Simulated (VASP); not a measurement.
Input of a VASP 6.6.1 run:

Contents of POSCAR:

```
Fe
1.0
    2.3713437598      0.0000000000      0.0000000000
    0.0000000000      2.3713437598      0.0000000000
    0.0000000000      0.0000000000      2.3713437598
Fe
1
Direct
    0.0000000000      0.0000000000      0.0000000000
```

Contents of INCAR.step1:

```
PREC = Accurate
ENCUT = 520
EDIFF = 1E-5
ISMEAR = -1
SIGMA = 0.1
LREAL = False
LASPH = True
NELM = 200
ALGO = Normal
ISIF = 2
LWAVE = True
LCHARG = False
ISPIN = 2
MAGMOM = 2.367
LORBIT = 11
LMAXMIX = 4
GGA = PE
NBANDS = 14
GGA_COMPAT = False
```

Contents of INCAR.step2:

```
PREC = Accurate
ENCUT = 520
EDIFF = 1E-6
ISMEAR = -1
SIGMA = 0.1
LREAL = False
LASPH = True
NELM = 200
ALGO = Normal
ISIF = 2
LWAVE = False
LCHARG = False
ISPIN = 2
MAGMOM = 2.367
LORBIT = 11
LMAXMIX = 4
GGA = PE
LHFCALC = True
HFSCREEN = 0.2079
PRECFOCK = Normal
ISTART = 1
NBANDS = 14
GGA_COMPAT = False
```

File KPOINTS:

```
regular mesh
0
Gamma
  7 7 7
```

Potentials or basis: VASP PAW PBE potentials, release 64 (Fe).

The run is started by

```sh
$ cat potpaw_PBE.64/Fe/POTCAR > POTCAR
$ cp INCAR.step1 INCAR
$ mpirun -np 1 vasp_std > vasp.out
$ cp INCAR.step2 INCAR
$ mpirun -np 1 vasp_std > vasp.out
```

Q: Estimate the site moments.

A: Fe +2.99 μB.

Q: Estimate the pressure.

A: 14.4 GPa.

Q: What does it give for the net moment?

A: 2.99 μB per cell.

Caveat: the k points lie up to 0.38 Å⁻¹ apart; the PAW data sets were made with another functional, which shifts forces and pressure a little.
